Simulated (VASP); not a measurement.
# CdSe (F-43m) in VASP: settings compared, part 2 of 2

VASP 6.6.1. Earlier steps stand in the parts before.

**3. Single point, PBE**

File INCAR:

```
SYSTEM = CdSe
  ALGO = Normal
  EDIFF = 1E-6
  ENCUT = 520
  GGA = PE
  ISIF = 2
  ISMEAR = 0
  LASPH = .TRUE.
  LCHARG = .TRUE.
  LELF = .TRUE.
  LREAL = .FALSE.
  LVHAR = .TRUE.
  LWAVE = .FALSE.
  NBANDS = 16
  NELM = 60
  PREC = Accurate
  SIGMA = 0.012
```

File KPOINTS:

```
k-points
0
G
  8 8 8
  0 0 0
```

File POSCAR:

```
CdSe
1.0
    0.0000000000      3.0702711986      3.0702711986
    3.0702711986      0.0000000000      3.0702711986
    3.0702711986      3.0702711986      0.0000000000
Cd Se
1 1
Direct
    0.0000000000      0.0000000000      0.0000000000
    0.2500000000      0.2500000000      0.2500000000
```

Potentials or basis: VASP PAW PBE potentials, release 64 (Cd, Se).

Launch:

```sh
> cat potpaw_PBE.64/Cd/POTCAR potpaw_PBE.64/Se/POTCAR > POTCAR
> mpirun -np 1 vasp_std > vasp.out
```

OUTCAR:

```text
SYSTEM = CdSe
   EDIFF = 1E-6
   ENCUT = 520
   GGA = PE
   ISIF = 2
   ISMEAR = 0
   LASPH = .TRUE.
   LREAL = .FALSE.
   NELM = 60
   PREC = Accurate

 ion  position               nearest neighbor table
   1  0.000  0.000  0.000-   2 2.66   2 2.66   2 2.66   2 2.66
   2  0.250  0.250  0.250-   1 2.66   1 2.66   1 2.66   1 2.66

  LATTYP: Found a face centered cubic cell.
 ALAT       =     6.1405423972

  Lattice vectors:

 A1 = (   0.0000000000,   3.0702711986,   3.0702711986)
 A2 = (   3.0702711986,   0.0000000000,   3.0702711986)
 A3 = (   3.0702711986,   3.0702711986,   0.0000000000)

Analysis of symmetry for initial positions (statically):
=====================================================================
 Subroutine PRICEL returns:
 Original cell was already a primitive cell.

 Routine SETGRP: Setting up the symmetry group for a
 face centered cubic supercell.

 Subroutine GETGRP returns: Found 24 space group operations
 (whereof 24 operations were pure point group operations)
 out of a pool of 48 trial point group operations.

The static configuration has the point symmetry T_d .

Analysis of symmetry for dynamics (positions and initial velocities):
=====================================================================
 Subroutine PRICEL returns:
 Original cell was already a primitive cell.

 Routine SETGRP: Setting up the symmetry group for a
 face centered cubic supercell.

 Subroutine GETGRP returns: Found 24 space group operations
 (whereof 24 operations were pure point group operations)
 out of a pool of 48 trial point group operations.

The dynamic configuration has the point symmetry T_d .

 Subroutine INISYM returns: Found 24 space group operations
 (whereof 24 operations are pure point group operations),
 and found     1 'primitive' translations

----------------------------------------------------------------------------------------

                                     Primitive cell

  volume of cell :      57.8842
[... 108 lines left out ...]
     AMIX     =   0.40;   BMIX     =  1.00
     AMIX_MAG =   1.60;   BMIX_MAG =  1.00
  volume/ion in A,a.u.               =      28.94       195.31
  Fermi-wavevector in a.u.,A,eV,Ry     =   1.109121  2.095935 16.737199  1.230149
  Thomas-Fermi vector in A             =   2.245657
   LORBIT       =      0    0 simple, 1 ext, 2 COOP (PROOUT), +10 PAW based schemes
   GGA     = PE    functional components
   LHFCALC =     F    Hartree Fock is set to
   AEXX    =    0.0000 exact exchange contribution
   IVDW    =     0    specifies the selected vdW correction
   LEPSILON=     F    determine dielectric tensor
   LRPA    =     F    only Hartree local field effects (RPA)
 non-spin polarized calculation
 Gauss-broadening in eV      SIGMA  =   0.01
  energy-cutoff  :      520.00
  volume of cell :       57.88
 maximum number of plane-waves:      1588
   NGX = 17   NGY = 17   NGZ = 17

 number of electron      18.0000008 magnetization

 Free energy of the ion-electron system (eV)
  ---------------------------------------------------
  ext. energy  EPLUGINS =         0.00000000
  ---------------------------------------------------
  free energy    TOTEN  =        -5.49046467 eV

  energy without entropy =       -5.49046467  energy(sigma->0) =       -5.49046467

 E-fermi :   0.8280     XC(G=0):  -8.7565

 val. band max:        0.7188440916   @ k =   0.0000   0.0000   0.0000
 cond. band min:       1.2682473657   @ k =   0.0000   0.0000   0.0000
 fundamental gap:      0.5494032741
 Fermi energy:         0.8280192068

 k-point     1 :       0.0000    0.0000    0.0000
  band No.  band energies     occupation
      1     -11.7183      2.00000
      2      -7.1233      2.00000
      3      -7.1233      2.00000
      4      -7.1233      2.00000
      5      -6.7789      2.00000
      6      -6.7789      2.00000
[... 433 lines left out ...]
      3      -6.9803      2.00000
      4      -6.7961      2.00000
      5      -6.7636      2.00000
      6      -6.4246      2.00000
[... 8 lines left out ...]
     15      12.3171      0.00000
     16      13.2545      0.00000

 [... further k-points ...]

------------------------ aborting loop because EDIFF is reached ----------------------------------------

  FORCE on cell =-STRESS in cart. coord.  units (eV):
  Direction    XX          YY          ZZ          XY          YZ          ZX
  --------------------------------------------------------------------------------------
  -------------------------------------------------------------------------------------
  Total        0.5673509      0.5673509      0.5673509      0.0000000      0.0000000      0.0000000
  in kB       15.7037037     15.7037037     15.7037037      0.0000000      0.0000000      0.0000000
  external PRESSURE =      15.7037037 kB  Pullay stress =       0.0000000 kB

 VOLUME and BASIS-vectors are now :
 -----------------------------------------------------------------------------
  energy-cutoff  :      520.00
  volume of cell :       57.88
      direct lattice vectors                 reciprocal lattice vectors
     0.000000000  3.070271199  3.070271199    -0.162852063  0.162852063  0.162852063
     3.070271199  0.000000000  3.070271199     0.162852063 -0.162852063  0.162852063
     3.070271199  3.070271199  0.000000000     0.162852063  0.162852063 -0.162852063

 POSITION                                       TOTAL-FORCE (eV/Angst)
 -----------------------------------------------------------------------------------
      0.00000      0.00000      0.00000         0.000000      0.000000      0.000000
      1.53514      1.53514      1.53514        -0.000000     -0.000000     -0.000000
 -----------------------------------------------------------------------------------
    total drift:                               -0.000001     -0.000001     -0.000000

  FREE ENERGIE OF THE ION-ELECTRON SYSTEM (eV)
  ---------------------------------------------------
  free  energy   TOTEN  =        -5.4904646673 eV

  energy  without entropy=       -5.4904646673  energy(sigma->0) =       -5.49046467
```

Run time: 25 s. Hardware: 1 thread of Intel Xeon 6975P-C, shared host; peak memory 0.18 GiB.

What came out:

* Free energy: -5.4905 eV
* Pressure: 1.6 GPa
* Band gap on the k mesh: 0.55 eV, direct

Levels at points of the mesh, in eV from the valence-band top:
```
           k point  band 6  band 7  band 8  band 9  band 10  band 11  band 12  band 13
(0.00, 0.00, 0.00)   -7.50    0.00    0.00    0.00     0.55     5.93     5.93     5.93
(0.50, 0.00, 0.00)   -7.22   -4.22   -0.71   -0.71     2.36     6.44     6.44     7.34
(0.50, 0.50, 0.00)   -7.16   -3.95   -1.76   -1.76     3.19     3.73     8.98    10.05
```

**4. Single point, PBE**

File INCAR:

```
PREC = Accurate ; ENCUT = 520
EDIFF = 1E-6 ; ISMEAR = 0
SIGMA = 0.011 ; LREAL = False
LASPH = True ; NELM = 100
ALGO = Normal ; ISIF = 2
LWAVE = False ; LCHARG = False
GGA = PE ; NBANDS = 16
```

File KPOINTS:

```
regular mesh
0
Gamma
  8 8 8
```

POSCAR is that of step 3.

Launch:

```sh
> cat potpaw_PBE.64/Cd/POTCAR potpaw_PBE.64/Se/POTCAR > POTCAR
> mpirun -np 1 vasp_std > vasp.out
```

Run time: 21 s. Hardware: 1 thread of Intel Xeon 6975P-C, shared host; peak memory 0.18 GiB.

The run converged. Its results:

* Free energy: -5.4905 eV
* Pressure: 1.6 GPa
* Band gap on the k mesh: 0.55 eV, direct

Levels at points of the mesh, in eV from the valence-band top:
| k point | band 7 | band 8 | band 9 | band 10 | band 11 | band 12 |
| --- | --- | --- | --- | --- | --- | --- |
| (0.00, 0.00, 0.00) | 0.00 | 0.00 | 0.00 | 0.55 | 5.93 | 5.93 |
| (0.50, 0.00, 0.00) | -4.22 | -0.71 | -0.71 | 2.36 | 6.44 | 6.44 |
| (0.50, 0.50, 0.00) | -3.95 | -1.76 | -1.76 | 3.19 | 3.73 | 8.98 |

Expect the measured gap to be larger: semilocal functionals such as PBE lack the derivative discontinuity.

**5. Relaxation of cell and atoms, RPBE+D4**

File INCAR:

```
  PREC = Accurate
  ENCUT = 600
  EDIFF = 1E-6
  ISMEAR = -1
  SIGMA = 0.05
  LREAL = False
  LASPH = True
  NELM = 60
  ALGO = Normal
  ISIF = 3
  LWAVE = False
  LCHARG = False
  GGA = RP
  IVDW = 13
  IBRION = 2
  NSW = 80
  EDIFFG = -0.01
```

KPOINTS is that of step 4.

POSCAR is that of step 4.

Potentials or basis: VASP PAW PBE potentials, release 64 (Cd, Se).

Launch:

```sh
> cat potpaw_PBE.64/Cd/POTCAR potpaw_PBE.64/Se/POTCAR > POTCAR
> mpirun -np 1 vasp_std > vasp.out
```

OUTCAR:

```text
PREC = Accurate
   ENCUT = 600
   EDIFF = 1E-6
   ISMEAR = -1
   LREAL = False
   LASPH = True
   NELM = 60
   ISIF = 3
   GGA = RP
   IVDW = 13
   IBRION = 2
   NSW = 80
   EDIFFG = -0.01

 ion  position               nearest neighbor table
   1  0.000  0.000  0.000-   2 2.66   2 2.66   2 2.66   2 2.66
   2  0.250  0.250  0.250-   1 2.66   1 2.66   1 2.66   1 2.66

  LATTYP: Found a face centered cubic cell.
 ALAT       =     6.1405423972

  Lattice vectors:

 A1 = (   0.0000000000,   3.0702711986,   3.0702711986)
 A2 = (   3.0702711986,   0.0000000000,   3.0702711986)
 A3 = (   3.0702711986,   3.0702711986,   0.0000000000)

Analysis of symmetry for initial positions (statically):
=====================================================================
 Subroutine PRICEL returns:
 Original cell was already a primitive cell.

 Routine SETGRP: Setting up the symmetry group for a
 face centered cubic supercell.

 Subroutine GETGRP returns: Found 24 space group operations
 (whereof 24 operations were pure point group operations)
 out of a pool of 48 trial point group operations.

The static configuration has the point symmetry T_d .

Analysis of symmetry for dynamics (positions and initial velocities):
=====================================================================
 Subroutine PRICEL returns:
 Original cell was already a primitive cell.

 Routine SETGRP: Setting up the symmetry group for a
 face centered cubic supercell.

 Subroutine GETGRP returns: Found 24 space group operations
 (whereof 24 operations were pure point group operations)
 out of a pool of 48 trial point group operations.

The dynamic configuration has the point symmetry T_d .

 Subroutine INISYM returns: Found 24 space group operations
 (whereof 24 operations are pure point group operations),
 and found     1 'primitive' translations

----------------------------------------------------------------------------------------

                                     Primitive cell

  volume of cell :      57.8842

[... 102 lines left out ...]
   EFERMI =   0.00;   METHOD = LEGACY
   ISMEAR =    -1;   SIGMA  =   0.05  broadening in eV -4-tet -1-fermi 0-gaus
   EFERMI_NEDOS =   21; number of points for ismear=-14 and -15
   IALGO  =     38    algorithm
   IMIX   =      4    mixing-type and parameters
     AMIX     =   0.40;   BMIX     =  1.00
     AMIX_MAG =   1.60;   BMIX_MAG =  1.00
  volume/ion in A,a.u.               =      28.94       195.31
  Fermi-wavevector in a.u.,A,eV,Ry     =   1.109121  2.095935 16.737199  1.230149
  Thomas-Fermi vector in A             =   2.245657
   LORBIT       =      0    0 simple, 1 ext, 2 COOP (PROOUT), +10 PAW based schemes
   GGA     = RP    functional components
   LHFCALC =     F    Hartree Fock is set to
   AEXX    =    0.0000 exact exchange contribution
   IVDW    =    13    specifies the selected vdW correction
   LEPSILON=     F    determine dielectric tensor
   LRPA    =     F    only Hartree local field effects (RPA)
 conjugate gradient relaxation of ions
 non-spin polarized calculation
  energy-cutoff  :      600.00
  volume of cell :       57.88
 maximum number of plane-waves:      1964
   NGX = 17   NGY = 17   NGZ = 17

--------------------------------------- Ionic step        1  -------------------------------------------

 number of electron      17.9999997 magnetization

 Free energy of the ion-electron system (eV)
  ---------------------------------------------------
  ext. energy  EPLUGINS =         0.00000000
  ---------------------------------------------------
  free energy    TOTEN  =        -4.83421462 eV

  energy without entropy =       -4.83420917  energy(sigma->0) =       -4.83421190

------------------------ aborting loop because EDIFF is reached ----------------------------------------

  DFT-D4 for vdW energy calculation

  Edisp (eV):   -1.14942
[... 71 lines left out ...]
--------------------------------------- Ionic step        3  -------------------------------------------

 number of electron      17.9999997 magnetization

 Free energy of the ion-electron system (eV)
  ---------------------------------------------------
  ext. energy  EPLUGINS =         0.00000000
  ---------------------------------------------------
  free energy    TOTEN  =        -4.82409713 eV

  energy without entropy =       -4.82409246  energy(sigma->0) =       -4.82409479

 E-fermi :   1.3111     XC(G=0):  -8.5507

 val. band max:        0.9007692016   @ k =   0.0000   0.0000   0.0000
 cond. band min:       1.6417112802   @ k =   0.0000   0.0000   0.0000
 fundamental gap:      0.7409420786
 Fermi energy:         1.3110550023

 k-point     1 :       0.0000    0.0000    0.0000
  band No.  band energies     occupation
      1     -11.5295      2.00000
      2      -6.9711      2.00000
      3      -6.9711      2.00000
      4      -6.9711      2.00000
      5      -6.6217      2.00000
      6      -6.6217      2.00000
      7       0.9008      1.99945
      8       0.9008      1.99945
      9       0.9008      1.99945
     10       1.6417      0.00268
     11       6.9132      0.00000
     12       6.9132      0.00000
     13       6.9132      0.00000
[... 354 lines left out ...]
  band No.  band energies     occupation
      1     -11.1271      2.00000
      2      -6.8478      2.00000
      3      -6.8260      2.00000
      4      -6.6381      2.00000
      5      -6.6059      2.00000
      6      -6.2554      2.00000
      7      -3.0768      2.00000
      8      -0.9790      2.00000
      9      -0.2589      2.00000
     10       4.8090      0.00000
     11       6.5246      0.00000
     12       7.8109      0.00000
     13       8.9885      0.00000

 [... further k-points ...]

------------------------ aborting loop because EDIFF is reached ----------------------------------------

  DFT-D4 for vdW energy calculation

  Edisp (eV):   -1.16006
[... 25 lines left out ...]
  FREE ENERGIE OF THE ION-ELECTRON SYSTEM (eV)
  ---------------------------------------------------
  free  energy   TOTEN  =        -5.9841555646 eV

  energy  without entropy=       -5.9841508879  energy(sigma->0) =       -5.98415323

 reached required accuracy - stopping structural energy minimisation
```

It took 68 s on 1 thread of Intel Xeon 6975P-C, shared host; peak memory 0.23 GiB.

Results:

| Item | Value |
| --- | --- |
| Free energy | -5.9842 eV |
| Relaxed volume | 28.72 Å³/atom |
| Relaxed cell | a = 4.331 Å, b = 4.331 Å, c = 4.331 Å, α = 60.00°, β = 60.00°, γ = 60.00° |
| Space group after relaxing (to 0.05 Å) | F-43m (No. 216) |
| Energy gained by relaxing | 0.3 meV/atom |
| Ionic steps | 3 |
| Pressure after relaxing | 0.0 GPa |
| Band gap on the k mesh | 0.74 eV, direct |
| Dispersion energy per atom | -0.580 eV |

Step by step:
```csv
step,energy change (eV),largest force (eV/Å),pressure (GPa),volume (Å³)
1,0.0000,0.0000,-0.37,57.88
2,-0.0005,0.0000,0.10,57.33
3,-0.0005,0.0000,0.00,57.44
```

Final structure:
```
Cd Se
1.0
     0.00000    3.06236    3.06236
     3.06236    0.00000    3.06236
     3.06236    3.06236    0.00000
Cd Se
1 1
Direct
  0.00000 0.00000 0.00000
  0.25000 0.25000 0.25000
```

Levels at points of the mesh, in eV from the valence-band top:
| k point | band 5 | band 6 | band 7 | band 8 | band 9 | band 10 | band 11 | band 12 | band 13 |
| --- | --- | --- | --- | --- | --- | --- | --- | --- | --- |
| (0.00, 0.00, 0.00) | -7.52 | -7.52 | 0.00 | 0.00 | 0.00 | 0.74 | 6.01 | 6.01 | 6.01 |
| (0.50, 0.00, 0.00) | -7.50 | -7.24 | -4.21 | -0.71 | -0.71 | 2.50 | 6.52 | 6.52 | 7.58 |
| (0.50, 0.50, 0.00) | -7.47 | -7.17 | -3.94 | -1.76 | -1.76 | 3.36 | 3.84 | 9.23 | 10.21 |

Caveat: the PAW data sets were made with another functional, which shifts forces and pressure a little.

**6. Relaxation of cell and atoms, PBEsol+D4**

File INCAR:

```
SYSTEM = CdSe
PREC = Accurate
ENCUT = 600
EDIFF = 1E-7
ISMEAR = -1
SIGMA = 0.05
LREAL = .False.
LASPH = .True.
NELM = 80
ALGO = Normal
ISIF = 3
LWAVE = .False.
LCHARG = .False.
GGA = PS
IVDW = 13
IBRION = 2
NSW = 60
EDIFFG = -0.01
```

File KPOINTS:

```
regular mesh
0
Gamma
  8 8 8
  0 0 0
```

POSCAR is that of step 5.

Potentials or basis: VASP PAW PBE potentials, release 64 (Cd, Se).

Launch:

```sh
> cat potpaw_PBE.64/Cd/POTCAR potpaw_PBE.64/Se/POTCAR > POTCAR
> mpirun -np 1 vasp_std > vasp.out
```

It took 92 s on 1 thread of Intel Xeon 8259CL, shared host; peak memory 0.23 GiB.

It converged, with:

```
Free energy                            : -6.5633 eV
Relaxed volume                         : 27.73 Å³/atom
Relaxed cell                           : a = 4.280 Å, b = 4.280 Å, c = 4.280 Å, α = 60.00°, β = 60.00°, γ = 60.00°
Space group after relaxing (to 0.05 Å) : F-43m (No. 216)
Energy gained by relaxing              : 8.5 meV/atom
Ionic steps                            : 3
Pressure after relaxing                : 0.0 GPa
Band gap on the k mesh                 : 0.51 eV, direct
Dispersion energy per atom             : -0.195 eV
```

Step by step:
| step | energy change (eV) | largest force (eV/Å) | pressure (GPa) | volume (Å³) |
| --- | --- | --- | --- | --- |
| 1 | 0.0000 | 0.0000 | -2.14 | 57.88 |
| 2 | -0.0151 | 0.0000 | 0.78 | 54.71 |
| 3 | -0.0169 | 0.0000 | 0.00 | 55.45 |

Final structure:
```
CELL_PARAMETERS angstrom
0.00000 3.02669 3.02669
3.02669 0.00000 3.02669
3.02669 3.02669 0.00000
ATOMIC_POSITIONS crystal
Cd 0.00000 0.00000 0.00000
Se 0.25000 0.25000 0.25000
```

Levels at points of the mesh, in eV from the valence-band top:
```
           k point  band 7  band 8  band 9  band 10  band 11  band 12
(0.00, 0.00, 0.00)    0.00    0.00    0.00     0.51     5.85     5.85
(0.50, 0.00, 0.00)   -4.54   -0.78   -0.78     2.30     6.36     6.36
(0.50, 0.50, 0.00)   -4.20   -1.93   -1.93     2.97     3.68     9.05
```

Caveat: the PAW data sets were made with another functional, which shifts forces and pressure a little.

**7. The runs side by side**

| task | level | cell | cutoff (eV) | smearing | gap on the mesh (eV) | pressure (GPa) | relaxed volume (Å³/atom) |
| --- | --- | --- | --- | --- | --- | --- | --- |
| single point | PBE | as given | 520 | gaussian 0.028 eV | 0.55 | 1.6 | - |
| single point | PBE | as given | 520 | gaussian 0.012 eV | 0.55 | 1.6 | - |
| single point | PBE | as given | 520 | gaussian 0.011 eV | 0.55 | 1.6 | - |
| relaxation of cell and atoms | RPBE+D4 | relaxed | 600 | fermi-dirac 0.05 eV | 0.74 | 0.0 | 28.72 |
| relaxation of cell and atoms | PBEsol+D4 | relaxed | 600 | fermi-dirac 0.05 eV | 0.51 | 0.0 | 27.73 |

Alike in all rows: potentials or basis VASP PAW PBE potentials, release 64 (Cd, Se); no spin polarisation; k mesh 8 × 8 × 8.

On the cell as given the gap runs from 0.55 eV (PBE) to 0.55 eV (PBE).

Caveats: the PAW data sets were made with another functional, which shifts forces and pressure a little (some runs).

Absolute energies hang on the potentials; compare differences alone.
